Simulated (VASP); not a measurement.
# SiC (Cm) in VASP: further runs, part 2 of 4

VASP 6.6.1.

**3. Single point, r2SCAN (atom 2 (C) moved by (-0.300, +0.300) A along [1 1 0] and z)**

Contents of POSCAR:

```
SiC
1.0
    0.0000000000      2.1781449855      2.1781449855
    2.1781449855      0.0000000000      2.1781449855
    2.1781449855      2.1781449855      0.0000000000
Si C
1 1
Direct
    0.0000000000      0.0000000000      0.0000000000
    0.8188659391      0.8188659391      0.5837429158
```

Contents of INCAR.step1:

```
SYSTEM = SiC
  PREC = Accurate
  ENCUT = 520
  ISMEAR = 0
  SIGMA = 0.05
  LREAL = .False.
  LASPH = .True.
  NELM = 100
  NBANDS = 11
  GGA = PE
  ALGO = Normal
  EDIFF = 1E-4
  LWAVE = .True.
  LCHARG = .False.
```

Contents of INCAR.step2:

```
SYSTEM = SiC
  PREC = Accurate
  ENCUT = 520
  EDIFF = 1E-7
  ISMEAR = 0
  SIGMA = 0.05
  LREAL = .False.
  LASPH = .True.
  NELM = 100
  ALGO = Normal
  ISIF = 2
  LWAVE = .False.
  LCHARG = .True.
  METAGGA = R2SCAN
  LMIXTAU = .True.
  LELF = .True.
  LVHAR = .True.
  NBANDS = 11
  ISTART = 1
```

Contents of KPOINTS:

```
Automatic mesh
0
Gamma
  10 10 10
  0 0 0
```

Potentials or basis: VASP PAW PBE potentials, release 64 (Si, C).

Command:

```console
$ cat potpaw_PBE.64/Si/POTCAR potpaw_PBE.64/C/POTCAR > POTCAR
$ cp INCAR.step1 INCAR
$ mpirun -np 1 vasp_std > vasp.out
$ cp INCAR.step2 INCAR
$ mpirun -np 1 vasp_std > vasp.out
```

OUTCAR:

```text
SYSTEM = SiC
   PREC = Accurate
   ENCUT = 520
   EDIFF = 1E-7
   ISMEAR = 0
   LREAL = .False.
   LASPH = .True.
   NELM = 100
   ISIF = 2
   METAGGA = R2SCAN
   ISTART = 1

 ion  position               nearest neighbor table
   1  0.000  0.000  0.000-   2 1.47   2 2.00   2 2.10   2 2.10
   2  0.819  0.819  0.584-   1 1.47   1 2.00   1 2.10   1 2.10

  LATTYP: Found a face centered cubic cell.
 ALAT       =     4.3562899710

  Lattice vectors:

 A1 = (   0.0000000000,   2.1781449855,   2.1781449855)
 A2 = (   2.1781449855,   0.0000000000,   2.1781449855)
 A3 = (   2.1781449855,   2.1781449855,   0.0000000000)

Analysis of symmetry for initial positions (statically):
=====================================================================
 Subroutine PRICEL returns:
 Original cell was already a primitive cell.

 Routine SETGRP: Setting up the symmetry group for a
 face centered cubic supercell.

 Subroutine GETGRP returns: Found  2 space group operations
 (whereof  2 operations were pure point group operations)
 out of a pool of 48 trial point group operations.

The static configuration has the point symmetry C_1h.

Analysis of symmetry for dynamics (positions and initial velocities):
=====================================================================
 Subroutine PRICEL returns:
 Original cell was already a primitive cell.

 Routine SETGRP: Setting up the symmetry group for a
 face centered cubic supercell.

 Subroutine GETGRP returns: Found  2 space group operations
 (whereof  2 operations were pure point group operations)
 out of a pool of 48 trial point group operations.

The dynamic configuration has the point symmetry C_1h.

 Subroutine INISYM returns: Found  2 space group operations
 (whereof  2 operations are pure point group operations),
 and found     1 'primitive' translations

----------------------------------------------------------------------------------------

                                     Primitive cell

  volume of cell :      20.6676

  direct lattice vectors                    reciprocal lattice vectors
     0.000000000  2.178144985  2.178144985    -0.229553130  0.229553130  0.229553130
     2.178144985  0.000000000  2.178144985     0.229553130 -0.229553130  0.229553130
     2.178144985  2.178144985  0.000000000     0.229553130  0.229553130 -0.229553130

  length of vectors
     3.080362179  3.080362179  3.080362179     0.397597685  0.397597685  0.397597685

  position of ions in fractional coordinates (direct lattice)
     0.000000000  0.000000000  0.000000000
     0.818865939  0.818865939  0.583742916

  ion indices of the primitive-cell ions
   primitive index   ion index
                 1           1
                 2           2

----------------------------------------------------------------------------------------

 KPOINTS: Automatic mesh

Automatic generation of k-mesh.
 Grid dimensions read from file:
 generate k-points for:   10   10   10

 Generating k-lattice:

  Cartesian coordinates                     Fractional coordinates (reciprocal lattice)
    -0.022955313  0.022955313  0.022955313     0.100000000  0.000000000  0.000000000
     0.022955313 -0.022955313  0.022955313     0.000000000  0.100000000  0.000000000
     0.022955313  0.022955313 -0.022955313     0.000000000  0.000000000  0.100000000

  Length of vectors
     0.039759768  0.039759768  0.039759768

  Shift w.r.t. Gamma in fractional coordinates (k-lattice)
     0.000000000  0.000000000  0.000000000

 Subroutine IBZKPT returns following result:
 ===========================================

 Found    282 irreducible k-points:

 Following reciprocal coordinates:
            Coordinates               Weight
  0.000000  0.000000  0.000000      1.000000
  0.100000  0.000000  0.000000      4.000000
  0.000000  0.000000  0.100000      2.000000
  0.100000  0.100000  0.100000      2.000000
  0.200000  0.000000  0.000000      4.000000
  0.000000  0.000000  0.200000      2.000000
[... 16 lines left out ...]
  0.200000  0.100000  0.200000      4.000000
  0.100000 -0.100000 -0.100000      4.000000
 [... further k-points ...]
   k-points           NKPTS =    282   k-points in BZ     NKDIM =    282   number of bands    NBANDS=     11
   number of dos      NEDOS =    301   number of ions     NIONS =      2
   total plane-waves  NPLWV =  13824
   dimension x,y,z NGX =    24 NGY =   24 NGZ =   24
   dimension x,y,z NGXF=    48 NGYF=   48 NGZF=   48
   ions per type =               1   1
   NGX,Y,Z   is equivalent  to a cutoff of  12.95, 12.95, 12.95 a.u.
   NGXF,Y,Z  is equivalent  to a cutoff of  25.91, 25.91, 25.91 a.u.
 SYSTEM =  SiC
   PREC   = accura    normal or accurate (medium, high low for compatibility)
   ISTART =      1    job   : 0-new  1-cont  2-samecut
   ICHARG =      0    charge: 1-file 2-atom 10-const
   ISPIN  =      1    spin polarized calculation?
   LNONCOLLINEAR =      F non collinear calculations
   LSORBIT =      F    spin-orbit coupling
   LASPH  =      T    aspherical Exc in radial PAW
   ENCUT  =  520.0 eV  38.22 Ry    6.18 a.u.   5.73  5.73  5.73*2*pi/ulx,y,z
   NELM   =    100;   NELMIN=  2; NELMDL=  0     # of ELM steps
   EDIFF  = 0.1E-06   stopping-criterion for ELM
   LREAL  =      F    real-space projection
   EDIFFG = 0.1E-05   stopping-criterion for IOM
   NSW    =      0    number of steps for IOM
   IBRION =     -1    ionic relax: 0-MD 1-quasi-New 2-CG
   NFREE  =      0    steps in history (QN), initial steepest desc. (CG)
   ISIF   =      2    stress and relaxation
   ISYM   =      2    0-nonsym 1-usesym 2-fastsym
   POTIM  = 0.5000    time-step for ionic-motion
   TEBEG  =    0.0;   TEEND  =   0.0 temperature during run
   PSTRESS=    0.0 pullay stress
   NELECT =       8.0000    total number of electrons
   NUPDOWN=      -1.0000    fix difference up-down
   EMIN   =  10.00;   EMAX   =-10.00  energy-range for DOS
   EFERMI =   0.00;   METHOD = LEGACY
   ISMEAR =     0;   SIGMA  =   0.05  broadening in eV -4-tet -1-fermi 0-gaus
   EFERMI_NEDOS =   21; number of points for ismear=-14 and -15
   IALGO  =     38    algorithm
   IMIX   =      4    mixing-type and parameters
     AMIX     =   0.40;   BMIX     =  1.00
     AMIX_MAG =   1.60;   BMIX_MAG =  1.00
  volume/ion in A,a.u.               =      10.33        69.74
  Fermi-wavevector in a.u.,A,eV,Ry     =   1.193094  2.254621 19.367534  1.423474
  Thomas-Fermi vector in A             =   2.329117
   LORBIT       =      0    0 simple, 1 ext, 2 COOP (PROOUT), +10 PAW based schemes
   METAGGA = R2SCAN    functional components
   LHFCALC =     F    Hartree Fock is set to
   AEXX    =    0.0000 exact exchange contribution
   IVDW    =     0    specifies the selected vdW correction
   LEPSILON=     F    determine dielectric tensor
   LRPA    =     F    only Hartree local field effects (RPA)
 non-spin polarized calculation
 Gauss-broadening in eV      SIGMA  =   0.05
  energy-cutoff  :      520.00
  volume of cell :       20.67
 maximum number of plane-waves:       568
   NGX = 11   NGY = 11   NGZ = 11

 number of electron       8.0000000 magnetization

 Free energy of the ion-electron system (eV)
  ---------------------------------------------------
  ext. energy  EPLUGINS =         0.00000000
  ---------------------------------------------------
  free energy    TOTEN  =       -16.29492163 eV

  energy without entropy =      -16.29492163  energy(sigma->0) =      -16.29492163

 E-fermi :   8.8918     XC(G=0): -11.9127

 val. band max:        8.6838697254   @ k =   0.0000   0.0000   0.0000
 cond. band min:       9.1133293959   @ k =   0.0000   0.5000   0.5000
 fundamental gap:      0.4294596705
 Fermi energy:         8.8918430982

 k-point     1 :       0.0000    0.0000    0.0000
  band No.  band energies     occupation
      1      -8.3563      2.00000
      2       5.6105      2.00000
      3       8.4220      2.00000
      4       8.6839      2.00000
      5      14.1739      0.00000
      6      15.4053      0.00000
      7      15.5379      0.00000
      8      17.4851      0.00000
      9      22.7820      0.00000
     10      22.9481      0.00000
     11      25.0911      0.00000
[... 309 lines left out ...]
 k-point    24 :       0.1000   -0.1000   -0.1000
  band No.  band energies     occupation
      1      -7.6467      2.00000
      2       4.4989      2.00000
      3       6.6875      2.00000
      4       7.8971      2.00000
      5      13.8313      0.00000
      6      15.3071      0.00000
      7      16.6150      0.00000
      8      18.5602      0.00000
      9      20.4865      0.00000
     10      23.5329      0.00000
     11      25.2322      0.00000

 [... further k-points ...]

------------------------ aborting loop because EDIFF is reached ----------------------------------------

  FORCE on cell =-STRESS in cart. coord.  units (eV):
  Direction    XX          YY          ZZ          XY          YZ          ZX
  --------------------------------------------------------------------------------------
  -------------------------------------------------------------------------------------
  Total        5.6067877      5.6067877      3.9944927      6.3281626     -5.8200221     -5.8200250
  in kB      434.6446581    434.6446581    309.6576889    490.5664751   -451.1748370   -451.1750603
  external PRESSURE =     392.9823350 kB  Pullay stress =       0.0000000 kB

 VOLUME and BASIS-vectors are now :
 -----------------------------------------------------------------------------
  energy-cutoff  :      520.00
  volume of cell :       20.67
      direct lattice vectors                 reciprocal lattice vectors
     0.000000000  2.178144985  2.178144985    -0.229553130  0.229553130  0.229553130
     2.178144985  0.000000000  2.178144985     0.229553130 -0.229553130  0.229553130
     2.178144985  2.178144985  0.000000000     0.229553130  0.229553130 -0.229553130

 POSITION                                       TOTAL-FORCE (eV/Angst)
 -----------------------------------------------------------------------------------
      0.00000      0.00000      0.00000       -10.964112    -10.964112     10.633626
      3.05509      3.05509      3.56722        10.964112     10.964112    -10.633626
 -----------------------------------------------------------------------------------
    total drift:                               -0.000075     -0.000075      0.000008

  FREE ENERGIE OF THE ION-ELECTRON SYSTEM (eV)
  ---------------------------------------------------
  free  energy   TOTEN  =       -16.2949216326 eV

  energy  without entropy=      -16.2949216326  energy(sigma->0) =      -16.29492163
```

Run time: 3.7 min. Hardware: 1 thread of Intel Xeon 8259CL, shared host; peak memory 0.19 GiB.

What came out:

| Property | Result |
| --- | --- |
| Free energy | -16.2949 eV |
| Pressure | 39.3 GPa |
| Largest force | 18.802 eV/Å |
| Band gap on the k mesh | 0.43 eV (least direct gap 4.18 eV) |

Forces in eV/Å, atoms in the order of the input:
```
Si  -10.964 -10.964  10.634
C    10.964  10.964 -10.634
```

Caveat: the cell differs from its parent crystal (atom 2 (C) moved by (-0.300, +0.300) A along [1 1 0] and z); the stress differs along the axes, from 31 to 43 GPa; semilocal functionals underestimate gaps, and a narrow one can read as zero; the PAW data sets were made with another functional, which shifts forces and pressure a little. A k mesh can miss the band edges.

**4. Single point, r2SCAN (atom 2 (C) moved by (-0.300, -0.150) A along [1 1 0] and z)**

POSCAR: that of step 3 with these lines changed.

```diff
@@ -9,2 +9,2 @@
     0.0000000000      0.0000000000      0.0000000000
-    0.8188659391      0.8188659391      0.5837429158
+    0.7155670304      0.7155670304      0.6870418245
```

Contents of INCAR.step1:

```
SYSTEM = SiC
PREC     = Accurate       ! precision mode
ENCUT    = 520            ! plane-wave cutoff, eV
ISMEAR   = 0              ! smearing method
SIGMA    = 0.05           ! smearing width, eV
LREAL    = .False.        ! projectors in reciprocal space
LASPH    = .True.         ! aspherical terms in the spheres
NELM     = 100            ! most SCF steps
NBANDS   = 11             ! bands
GGA      = PE             ! functional
ALGO     = Normal         ! electronic algorithm
EDIFF    = 1E-4           ! SCF threshold, eV
LWAVE    = .True.         ! write WAVECAR
LCHARG   = .False.        ! write CHGCAR
```

Contents of INCAR.step2:

```
SYSTEM = SiC
PREC     = Accurate       ! precision mode
ENCUT    = 520            ! plane-wave cutoff, eV
EDIFF    = 1E-7           ! SCF threshold, eV
ISMEAR   = 0              ! smearing method
SIGMA    = 0.05           ! smearing width, eV
LREAL    = .False.        ! projectors in reciprocal space
LASPH    = .True.         ! aspherical terms in the spheres
NELM     = 100            ! most SCF steps
ALGO     = Normal         ! electronic algorithm
ISIF     = 2              ! what is computed and relaxed
LWAVE    = .False.        ! write WAVECAR
LCHARG   = .False.        ! write CHGCAR
METAGGA  = R2SCAN         ! meta-GGA
LMIXTAU  = .True.       
NBANDS   = 11             ! bands
ISTART   = 1
```

Contents of KPOINTS:

```
regular mesh
0
Gamma
  10 10 10
  0 0 0
```

Potentials or basis: VASP PAW PBE potentials, release 64 (Si, C).

Command:

```console
$ cat potpaw_PBE.64/Si/POTCAR potpaw_PBE.64/C/POTCAR > POTCAR
$ cp INCAR.step1 INCAR
$ mpirun -np 1 vasp_std > vasp.out
$ cp INCAR.step2 INCAR
$ mpirun -np 1 vasp_std > vasp.out
```

OUTCAR:

```text
SYSTEM = SiC
   PREC = Accurate
   ENCUT = 520
   EDIFF = 1E-7
   ISMEAR = 0
   LREAL = .False.
   LASPH = .True.
   NELM = 100
   ISIF = 2
   METAGGA = R2SCAN
   ISTART = 1

 ion  position               nearest neighbor table
   1  0.000  0.000  0.000-   2 1.75   2 1.83   2 1.83   2 2.22
   2  0.716  0.716  0.687-   1 1.75   1 1.83   1 1.83   1 2.22

  LATTYP: Found a face centered cubic cell.
 ALAT       =     4.3562899710

  Lattice vectors:

 A1 = (   0.0000000000,   2.1781449855,   2.1781449855)
 A2 = (   2.1781449855,   0.0000000000,   2.1781449855)
 A3 = (   2.1781449855,   2.1781449855,   0.0000000000)

Analysis of symmetry for initial positions (statically):
=====================================================================
 Subroutine PRICEL returns:
 Original cell was already a primitive cell.

 Routine SETGRP: Setting up the symmetry group for a
 face centered cubic supercell.

 Subroutine GETGRP returns: Found  2 space group operations
 (whereof  2 operations were pure point group operations)
 out of a pool of 48 trial point group operations.

[... 171 lines left out ...]
      1      -8.2365      2.00000
      2       6.8641      2.00000
      3       7.3505      2.00000
      4       9.4121      1.36540
      5      14.2785      0.00000
      6      15.9821      0.00000
      7      16.1570      0.00000
      8      16.3274      0.00000
      9      23.0678      0.00000
     10      23.1085      0.00000
     11      23.9754      0.00000
[... 309 lines left out ...]
 k-point    24 :       0.1000   -0.1000   -0.1000
  band No.  band energies     occupation
      1      -7.4953      2.00000
      2       4.8633      2.00000
      3       6.2112      2.00000
      4       8.8617      2.00000
      5      14.3301      0.00000
      6      15.2360      0.00000
      7      17.3544      0.00000
      8      18.0187      0.00000
      9      20.6067      0.00000
     10      22.6980      0.00000
     11      25.2488      0.00000

 [... further k-points ...]

------------------------ aborting loop because EDIFF is reached ----------------------------------------

  FORCE on cell =-STRESS in cart. coord.  units (eV):
  Direction    XX          YY          ZZ          XY          YZ          ZX
  --------------------------------------------------------------------------------------
  -------------------------------------------------------------------------------------
  Total        0.8151611      0.8151611      1.4316336      0.2274405     -0.6918616     -0.6918614
  in kB       63.1922324     63.1922324    110.9818893     17.6314503    -53.6339114    -53.6338913
  external PRESSURE =      79.1221180 kB  Pullay stress =       0.0000000 kB

 VOLUME and BASIS-vectors are now :
 -----------------------------------------------------------------------------
  energy-cutoff  :      520.00
  volume of cell :       20.67
      direct lattice vectors                 reciprocal lattice vectors
     0.000000000  2.178144985  2.178144985    -0.229553130  0.229553130  0.229553130
     2.178144985  0.000000000  2.178144985     0.229553130 -0.229553130  0.229553130
     2.178144985  2.178144985  0.000000000     0.229553130  0.229553130 -0.229553130

 POSITION                                       TOTAL-FORCE (eV/Angst)
 -----------------------------------------------------------------------------------
      0.00000      0.00000      0.00000        -2.394563     -2.394563     -0.386073
      3.05509      3.05509      3.11722         2.394563      2.394563      0.386073
 -----------------------------------------------------------------------------------
    total drift:                               -0.000032     -0.000032      0.000030

  FREE ENERGIE OF THE ION-ELECTRON SYSTEM (eV)
  ---------------------------------------------------
  free  energy   TOTEN  =       -18.6208266746 eV

  energy  without entropy=      -18.6207697184  energy(sigma->0) =      -18.62079820
```

OUTCAR.step1:

```text
SYSTEM = SiC
   PREC = Accurate
   ENCUT = 520
   ISMEAR = 0
   LREAL = .False.
   LASPH = .True.
[... 557 lines left out ...]
      0.00000      0.00000      0.00000        -2.299119     -2.299119     -0.318081
      3.05509      3.05509      3.11722         2.299119      2.299119      0.318081
 -----------------------------------------------------------------------------------
    total drift:                               -0.001690     -0.001690     -0.000324

  FREE ENERGIE OF THE ION-ELECTRON SYSTEM (eV)
  ---------------------------------------------------
  free  energy   TOTEN  =       -14.3737956005 eV

  energy  without entropy=      -14.3735891625  energy(sigma->0) =      -14.37369238
```

It took 3.6 min on 1 thread of Intel Xeon 8259CL, shared host; peak memory 0.18 GiB.

Results:

| Item | Value |
| --- | --- |
| Free energy | -18.6208 eV |
| Pressure | 7.9 GPa |
| Largest force | 3.408 eV/Å |
| Band gap on the k mesh | 0.04 eV (least direct gap 4.08 eV) |

Forces on the atoms (eV/Å):
```
Si  -2.395 -2.395 -0.386
C    2.395  2.395  0.386
```

Levels at points of the mesh, in eV from the valence-band top:
```
           k point  band 1  band 2  band 3  band 4  band 5  band 6  band 7  band 8  band 9
(0.00, 0.00, 0.00)  -17.65   -2.55   -2.06    0.00    4.87    6.57    6.74    6.92   13.66
(0.50, 0.00, 0.00)  -13.96  -10.52   -3.50   -1.12    3.89    5.50    7.73    9.24   14.90
(0.00, 0.00, 0.50)  -13.85  -10.77   -3.23   -1.19    3.99    5.65    7.76    9.16   14.84
(0.50, 0.50, 0.50)  -14.39   -9.30   -3.35   -2.87    4.69    5.59    6.07    9.24   15.23
(0.50, 0.50, 0.00)  -12.62   -9.61   -5.10   -4.04    0.04    2.96   13.48   13.91   14.63
(0.00, 0.50, 0.50)  -12.65   -9.51   -5.29   -4.05    0.09    3.08   13.55   13.92   14.38
```

Caveat: the cell differs from its parent crystal (atom 2 (C) moved by (-0.300, -0.150) A along [1 1 0] and z); the cell stands under pressure; semilocal functionals underestimate gaps, and a narrow one can read as zero; the PAW data sets were made with another functional, which shifts forces and pressure a little. A k mesh can miss the band edges.

(Continued in part 3 of 4.)

The gap in the log of VASP goes by the Fermi energy; the results here count the filled bands.